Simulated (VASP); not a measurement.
# CsBr2 (R-3m) in VASP: further runs, part 2 of 2

VASP 6.6.1. Earlier steps stand in the parts before.

### 3 Single point, PBE

This run uses another cell than the first one, of 50.38 Å³/atom.

The input, INCAR:

```
PREC = Accurate
ENCUT = 520
EDIFF = 1E-6
ISMEAR = 0
SIGMA = 0.1
LREAL = F
LASPH = T
NELM = 80
ALGO = Normal
ISIF = 2
LWAVE = F
LCHARG = F
GGA = PE
NBANDS = 18
```

The input, KPOINTS:

```
regular mesh
0
Gamma
  12 12 12
```

The input, POSCAR:

```
CsBr2
1.0
    2.7788663388      1.6043792287      5.6495965923
   -2.7788663388      1.6043792287      5.6495965923
    0.0000000000     -3.2087584575      5.6495965923
Cs Br
1 2
Direct
    0.0000000000      0.0000000000      0.0000000000
    0.7929936049      0.7929936049      0.7929936049
    0.2070063951      0.2070063951      0.2070063951
```

Potentials or basis: VASP PAW PBE potentials, release 64 (Cs_sv, Br).

Command:

```console
$ cat potpaw_PBE.64/Cs_sv/POTCAR potpaw_PBE.64/Br/POTCAR > POTCAR
$ mpirun -np 1 vasp_std > vasp.out
```

OUTCAR:

```text
PREC = Accurate
   ENCUT = 520
   EDIFF = 1E-6
   ISMEAR = 0
   LREAL = F
   LASPH = T
   NELM = 80
   ISIF = 2
   GGA = PE

 ion  position               nearest neighbor table
   1  0.000  0.000  0.000-
   2  0.793  0.793  0.793-
   3  0.207  0.207  0.207-

  LATTYP: Found a trigonal (rhomboedric) cell.
 ALAT       =     6.4972357579
 COS(alpha) =     0.6341457873

  Lattice vectors:

 A1 = (   2.7788663388,   1.6043792287,   5.6495965923)
 A2 = (  -2.7788663388,   1.6043792287,   5.6495965923)
 A3 = (   0.0000000000,  -3.2087584575,   5.6495965923)

Analysis of symmetry for initial positions (statically):
=====================================================================
 Subroutine PRICEL returns:
 Original cell was already a primitive cell.

 Routine SETGRP: Setting up the symmetry group for a
 trigonal (rhombohedral) supercell.

 Subroutine GETGRP returns: Found 12 space group operations
 (whereof 12 operations were pure point group operations)
 out of a pool of 12 trial point group operations.

The static configuration has the point symmetry D_3d.

Analysis of symmetry for dynamics (positions and initial velocities):
=====================================================================
 Subroutine PRICEL returns:
 Original cell was already a primitive cell.

 Routine SETGRP: Setting up the symmetry group for a
 trigonal (rhombohedral) supercell.

 Subroutine GETGRP returns: Found 12 space group operations
 (whereof 12 operations were pure point group operations)
 out of a pool of 12 trial point group operations.

The dynamic configuration has the point symmetry D_3d.

 Subroutine INISYM returns: Found 12 space group operations
 (whereof 12 operations are pure point group operations),
[... 112 lines left out ...]
   EFERMI =   0.00;   METHOD = LEGACY
   ISMEAR =     0;   SIGMA  =   0.10  broadening in eV -4-tet -1-fermi 0-gaus
   EFERMI_NEDOS =   21; number of points for ismear=-14 and -15
   IALGO  =     38    algorithm
   IMIX   =      4    mixing-type and parameters
     AMIX     =   0.40;   BMIX     =  1.00
     AMIX_MAG =   1.60;   BMIX_MAG =  1.00
  volume/ion in A,a.u.               =      50.38       339.95
  Fermi-wavevector in a.u.,A,eV,Ry     =   0.874050  1.651715 10.394355  0.763964
  Thomas-Fermi vector in A             =   1.993527
   LORBIT       =      0    0 simple, 1 ext, 2 COOP (PROOUT), +10 PAW based schemes
   GGA     = PE    functional components
   LHFCALC =     F    Hartree Fock is set to
   AEXX    =    0.0000 exact exchange contribution
   IVDW    =     0    specifies the selected vdW correction
   LEPSILON=     F    determine dielectric tensor
   LRPA    =     F    only Hartree local field effects (RPA)
 non-spin polarized calculation
 Gauss-broadening in eV      SIGMA  =   0.10
  energy-cutoff  :      520.00
  volume of cell :      151.13
 maximum number of plane-waves:      4138
   NGX = 25   NGY = 25   NGZ = 25

 number of electron      22.9999999 magnetization

 Free energy of the ion-electron system (eV)
  ---------------------------------------------------
  ext. energy  EPLUGINS =         0.00000000
  ---------------------------------------------------
  free energy    TOTEN  =        -6.88032177 eV

  energy without entropy =       -6.83868176  energy(sigma->0) =       -6.85950177

 E-fermi :  -1.7356     XC(G=0):  -6.6574

 val. band max:       -1.7357696803   @ k =  -0.3333   0.2500   0.2500
 cond. band min:      -1.7339152024   @ k =   0.5000   0.4167   0.0833
 fundamental gap:      0.0018544779
 Fermi energy:        -1.7356376228

 k-point     1 :       0.0000    0.0000    0.0000
  band No.  band energies     occupation
      1     -21.5185      2.00000
      2     -14.8823      2.00000
      3     -14.3347      2.00000
      4      -8.4009      2.00000
      5      -8.3377      2.00000
      6      -8.3377      2.00000
[... 481 lines left out ...]
      5      -8.3789      2.00000
      6      -8.3364      2.00000
[... 10 lines left out ...]
     17       6.3840      0.00000
     18       6.6722      0.00000

 [... further k-points ...]

------------------------ aborting loop because EDIFF is reached ----------------------------------------

  FORCE on cell =-STRESS in cart. coord.  units (eV):
  Direction    XX          YY          ZZ          XY          YZ          ZX
  --------------------------------------------------------------------------------------
  -------------------------------------------------------------------------------------
  Total        0.0425981      0.0425981      0.0588895      0.0000000     -0.0000000      0.0000000
  in kB        0.4516038      0.4516038      0.6243165      0.0000000     -0.0000000      0.0000000
  external PRESSURE =       0.5091747 kB  Pullay stress =       0.0000000 kB

 VOLUME and BASIS-vectors are now :
 -----------------------------------------------------------------------------
  energy-cutoff  :      520.00
  volume of cell :      151.13
      direct lattice vectors                 reciprocal lattice vectors
     2.778866339  1.604379229  5.649596592     0.179929489  0.103882339  0.059001263
    -2.778866339  1.604379229  5.649596592    -0.179929489  0.103882339  0.059001263
     0.000000000 -3.208758458  5.649596592     0.000000000 -0.207764678  0.059001263

 POSITION                                       TOTAL-FORCE (eV/Angst)
 -----------------------------------------------------------------------------------
      0.00000      0.00000      0.00000        -0.000000      0.000000     -0.000000
      0.00000     -0.00000     13.44028         0.000000      0.000000     -0.009732
      0.00000     -0.00000      3.50851         0.000000     -0.000000      0.009732
 -----------------------------------------------------------------------------------
    total drift:                                0.000000      0.000000     -0.000000

  FREE ENERGIE OF THE ION-ELECTRON SYSTEM (eV)
  ---------------------------------------------------
  free  energy   TOTEN  =        -6.8803217656 eV

  energy  without entropy=       -6.8386817647  energy(sigma->0) =       -6.85950177
```

OSZICAR:

```text
N       E                     dE             d eps       ncg     rms          rms(c)
DAV:   1     0.151585323237E+03    0.15159E+03   -0.88022E+03  6804   0.101E+03
DAV:   2     0.857657169253E+01   -0.14301E+03   -0.13966E+03  8992   0.174E+02
DAV:   3    -0.680021508238E+01   -0.15377E+02   -0.15284E+02  7502   0.659E+01
DAV:   4    -0.700417116761E+01   -0.20396E+00   -0.20380E+00 10012   0.907E+00
DAV:   5    -0.700562986189E+01   -0.14587E-02   -0.14585E-02  8624   0.715E-01    0.202E+00
DAV:   6    -0.688495593805E+01    0.12067E+00   -0.17617E-01  9048   0.167E+00    0.119E+00
DAV:   7    -0.686714594588E+01    0.17810E-01   -0.16313E-01  9142   0.166E+00    0.450E-01
DAV:   8    -0.687864763854E+01   -0.11502E-01   -0.12907E-02  7502   0.657E-01    0.112E-01
DAV:   9    -0.688003292685E+01   -0.13853E-02   -0.18199E-03  9142   0.202E-01    0.539E-02
DAV:  10    -0.688029222942E+01   -0.25930E-03   -0.25246E-04  7436   0.101E-01    0.108E-02
DAV:  11    -0.688031735711E+01   -0.25128E-04   -0.31256E-05  8762   0.321E-02    0.916E-03
DAV:  12    -0.688032151490E+01   -0.41578E-05   -0.80407E-06  7532   0.182E-02    0.133E-03
DAV:  13    -0.688032176559E+01   -0.25070E-06   -0.28473E-07  8034   0.347E-03
   1 F= -.68803218E+01 E0= -.68595018E+01  d E =-.416400E-01
```

It took 8.2 min on 1 thread of Intel Xeon Platinum 8175M at 2.50GHz (Skylake/Cascade Lake), shared host; peak memory 0.68 GiB.

Results:

- Free energy: -6.8803 eV
- Pressure: 0.1 GPa
- Largest force: 0.010 eV/Å
- Band gap on the k mesh: zero (an odd number of electrons rules out a gap without spin polarisation)

Forces on the atoms (eV/Å):
```
Cs   0.000  0.000  0.000
Br   0.000  0.000 -0.010
Br   0.000  0.000  0.010
```

Caveat: spin-orbit coupling is left out, which moves the levels of the heavy elements; an odd number of electrons without spin polarisation forces a metal; a magnetic or distorted state may lie lower.
